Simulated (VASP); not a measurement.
# B (P3_121) in VASP: further runs, part 2 of 2

VASP 6.6.1.

## (3) Relaxation of cell and atoms, PBEsol

File INCAR:

```
SYSTEM = B
PREC = Accurate ; ENCUT = 600
EDIFF = 1E-7 ; ISMEAR = 0
SIGMA = 0.1 ; LREAL = .False.
LASPH = .True. ; NELM = 100
ALGO = Normal ; ISIF = 3
LWAVE = .False. ; LCHARG = .False.
GGA = PS ; IBRION = 2
NSW = 90 ; EDIFFG = -0.04
```

File KPOINTS:

```
Automatic mesh
0
Gamma
  9 9 6
  0 0 0
```

File POSCAR:

```
B
1.0
    2.7912484570      0.0000000000      0.0000000000
   -1.3956242285      2.4172920720      0.0000000000
    0.0000000000      0.0000000000      3.1667648111
B
3
Direct
    0.2254000000      0.0000000000      0.3333333333
    0.0000000000      0.2254000000      0.6666666667
    0.7746000000      0.7746000000      0.0000000000
```

Potentials or basis: VASP PAW PBE potentials, release 64 (B).

The run is started by

```
$ cat potpaw_PBE.64/B/POTCAR > POTCAR
$ mpirun -np 1 vasp_std > vasp.out
```

OUTCAR:

```text
SYSTEM = B
   PREC = Accurate
   ENCUT = 600
   EDIFF = 1E-7
   ISMEAR = 0
   LREAL = .False.
   LASPH = .True.
   NELM = 100
   ISIF = 3
   GGA = PS
   IBRION = 2
   NSW = 90
   EDIFFG = -0.04

 ion  position               nearest neighbor table
   1  0.225  0.000  0.333-   3 1.52   2 1.52
   2  0.000  0.225  0.667-   3 1.52   1 1.52
   3  0.775  0.775  0.000-   2 1.52   1 1.52

  LATTYP: Found a hexagonal cell.
 ALAT       =     2.7912484570
 C/A-ratio  =     1.1345334749

  Lattice vectors:

 A1 = (   2.7912484570,   0.0000000000,   0.0000000000)
 A2 = (  -1.3956242285,   2.4172920720,   0.0000000000)
 A3 = (   0.0000000000,   0.0000000000,   3.1667648111)

Analysis of symmetry for initial positions (statically):
=====================================================================
 Subroutine PRICEL returns:
 Original cell was already a primitive cell.

 Routine SETGRP: Setting up the symmetry group for a
 hexagonal supercell.

 Subroutine GETGRP returns: Found  6 space group operations
 (whereof  2 operations were pure point group operations)
 out of a pool of 24 trial point group operations.

The static configuration has the point symmetry C_2 .
 The point group associated with its full space group is D_3 .

Analysis of symmetry for dynamics (positions and initial velocities):
=====================================================================
 Subroutine PRICEL returns:
 Original cell was already a primitive cell.

 Routine SETGRP: Setting up the symmetry group for a
 hexagonal supercell.

 Subroutine GETGRP returns: Found  6 space group operations
 (whereof  2 operations were pure point group operations)
 out of a pool of 24 trial point group operations.

The dynamic configuration has the point symmetry C_2 .
 The point group associated with its full space group is D_3 .
[... 148 lines left out ...]
  ---------------------------------------------------
  free energy    TOTEN  =       -16.28847992 eV

  energy without entropy =      -16.27917824  energy(sigma->0) =      -16.28382908

------------------------ aborting loop because EDIFF is reached ----------------------------------------

  FORCE on cell =-STRESS in cart. coord.  units (eV):
  Direction    XX          YY          ZZ          XY          YZ          ZX
  --------------------------------------------------------------------------------------
  -------------------------------------------------------------------------------------
  Total        1.7409977      1.7409977     10.0897004      0.0000000      0.0000000      0.0000000
  in kB      130.5465320    130.5465320    756.5635554      0.0000000      0.0000000      0.0000000
  external PRESSURE =     339.2188731 kB  Pullay stress =       0.0000000 kB
[... 92 lines left out ...]
  FREE ENERGIE OF THE ION-ELECTRON SYSTEM (eV)
  ---------------------------------------------------
  free  energy   TOTEN  =       -17.4176796504 eV

  energy  without entropy=      -17.4124858547  energy(sigma->0) =      -17.41508275

[... ionic steps 4 to 11 ...]

--------------------------------------- Ionic step       12  -------------------------------------------

 number of electron       9.0000000 magnetization

------------------------ aborting loop because EDIFF is reached ----------------------------------------
[... 69 lines left out ...]
--------------------------------------- Ionic step       14  -------------------------------------------

 number of electron       9.0000000 magnetization

 Free energy of the ion-electron system (eV)
  ---------------------------------------------------
  ext. energy  EPLUGINS =         0.00000000
  ---------------------------------------------------
  free energy    TOTEN  =       -17.96223317 eV

  energy without entropy =      -17.95786788  energy(sigma->0) =      -17.96005052

 E-fermi :   7.1076     XC(G=0): -12.4744

 val. band max:        7.0966103916   @ k =   0.3333   0.1111   0.5000
 cond. band min:       7.1737854916   @ k =   0.2222   0.2222   0.3333
 fundamental gap:      0.0771751000
 Fermi energy:         7.1076200408

 k-point     1 :       0.0000    0.0000    0.0000
  band No.  band energies     occupation
      1      -8.7681      2.00000
      2       1.7650      2.00000
      3       1.7650      2.00000
      4      11.3072      0.00000
      5      11.3448      0.00000
      6      11.3448      0.00000
      7      11.3826      0.00000
      8      20.7812      0.00000
[... 243 lines left out ...]
 k-point    24 :      -0.1111    0.3333    0.1667
  band No.  band energies     occupation
      1      -6.4422      2.00000
      2       0.4973      2.00000
      3       3.8589      2.00000
      4       5.5975      2.00000
      5       6.1075      2.00000
      6      12.0036      0.00000
      7      12.9656      0.00000
      8      17.4249      0.00000

 [... further k-points ...]

------------------------ aborting loop because EDIFF is reached ----------------------------------------

  FORCE on cell =-STRESS in cart. coord.  units (eV):
  Direction    XX          YY          ZZ          XY          YZ          ZX
  --------------------------------------------------------------------------------------
  -------------------------------------------------------------------------------------
  Total       -0.0024547     -0.0024547      0.0495777     -0.0000000      0.0000000      0.0000000
  in kB       -0.1982947     -0.1982947      4.0049825     -0.0000000      0.0000000      0.0000000
  external PRESSURE =       1.2027977 kB  Pullay stress =       0.0000000 kB
[... 18 lines left out ...]
  FREE ENERGIE OF THE ION-ELECTRON SYSTEM (eV)
  ---------------------------------------------------
  free  energy   TOTEN  =       -17.9622331661 eV

  energy  without entropy=      -17.9578678835  energy(sigma->0) =      -17.96005052

 reached required accuracy - stopping structural energy minimisation
```

OSZICAR:

```text
N       E                     dE             d eps       ncg     rms          rms(c)
DAV:   1     0.765900306475E+01    0.76590E+01   -0.43890E+03   992   0.104E+03
DAV:   2    -0.174629807649E+02   -0.25122E+02   -0.24512E+02  1576   0.139E+02
DAV:   3    -0.176728736643E+02   -0.20989E+00   -0.20668E+00  1056   0.152E+01
[... 107 lines left out ...]
       N       E                     dE             d eps       ncg     rms          rms(c)
DAV:   1    -0.179622837406E+02   -0.64824E-03   -0.80269E-03  1240   0.112E+00    0.504E-02
DAV:   2    -0.179622500004E+02    0.33740E-04   -0.34020E-05  1152   0.636E-02    0.286E-02
DAV:   3    -0.179622330990E+02    0.16901E-04   -0.20147E-05  1160   0.425E-02    0.168E-03
DAV:   4    -0.179622331661E+02   -0.67125E-07   -0.17725E-08   968   0.146E-03
  14 F= -.17962233E+02 E0= -.17960051E+02  d E =-.429377E-03
```

CONTCAR:

```text
B
   1.00000000000000
     2.6173805105380574   -0.0000000000000000   -0.0000000000000000
    -1.3086902552690287    2.2667180134677385    0.0000000000000000
    -0.0000000000000000    0.0000000000000000    3.3429678717059494
  B
     3
Direct
     0.3342886139324072    0.0000000000000000    0.3333333332999970
     0.9999999999999638    0.3342886139323352    0.6666666667000030
     0.6657113860676290    0.6657113860676647    0.0000000000000000

  0.00000000E+00  0.00000000E+00  0.00000000E+00
  0.00000000E+00  0.00000000E+00  0.00000000E+00
  0.00000000E+00  0.00000000E+00  0.00000000E+00
```

It took 60 s on 1 thread of Intel Xeon Platinum 8375C at 2.90GHz (Ice Lake), shared host; peak memory 0.14 GiB.

What came out:

```yaml
Free_energy: -17.9622 eV
Relaxed_volume: 6.61 Å³/atom
Relaxed_cell: a = 2.617 Å, b = 2.617 Å, c = 3.343 Å, α = 90.00°, β = 90.00°, γ = 120.00°
Space_group_after_relaxing_to_0.1_Å: R-3m (No. 166)
Energy_gained_by_relaxing: 557.9 meV/atom
Ionic_steps: 14
Pressure_after_relaxing: 0.1 GPa
Largest_force_after_relaxing: 0.005 eV/Å
Band_gap_on_the_k_mesh: zero (an odd number of electrons rules out a gap without spin polarisation)
```

Forces on the atoms (eV/Å):
```
B   -0.005  0.000  0.000
B    0.003 -0.005  0.000
B    0.003  0.005  0.000
```

Stress tensor (GPa, compression positive):
```
-0.02  0.00  0.00
 0.00 -0.02  0.00
 0.00  0.00  0.40
```

Step by step:
| step | energy change (eV) | largest force (eV/Å) | pressure (GPa) | volume (Å³) |
| --- | --- | --- | --- | --- |
| 1 | 0.0000 | 4.8631 | 33.92 | 21.37 |
| 2 | -0.6965 | 0.2586 | -39.45 | 26.24 |
| 3 | -1.1292 | 0.4950 | -21.08 | 23.86 |
| 4 | -1.5427 | 0.5203 | -9.02 | 21.29 |
| 5 | -1.6150 | 0.4487 | 1.05 | 20.07 |
| 6 | -1.6158 | 0.4317 | 2.80 | 19.90 |
| 7 | -1.6415 | 0.1638 | 0.89 | 19.90 |
| 8 | -1.6500 | 0.1023 | -0.02 | 19.90 |
| 9 | -1.6574 | 0.0006 | -0.73 | 19.90 |
| 10 | -1.6724 | 0.0036 | 0.85 | 19.77 |
| 11 | -1.6733 | 0.0062 | 1.22 | 19.74 |
| 12 | -1.6733 | 0.0065 | 1.29 | 19.74 |
| 13 | -1.6732 | 0.0044 | -1.24 | 19.95 |
| 14 | -1.6738 | 0.0054 | 0.12 | 19.83 |

Final structure:
```cif
data_structure
_symmetry_space_group_name_H-M 'P 1'
_symmetry_Int_Tables_number 1
_cell_length_a 2.6174
_cell_length_b 2.6174
_cell_length_c 3.3430
_cell_angle_alpha 90.000
_cell_angle_beta 90.000
_cell_angle_gamma 120.000
_cell_volume 19.83
loop_
_atom_site_label
_atom_site_type_symbol
_atom_site_fract_x
_atom_site_fract_y
_atom_site_fract_z
_atom_site_occupancy
B1 B 0.33429 0.00000 0.33333 1
B2 B 0.00000 0.33429 0.66667 1
B3 B 0.66571 0.66571 0.00000 1
```

Caveat: the PAW data sets were made with another functional, which shifts forces and pressure a little.
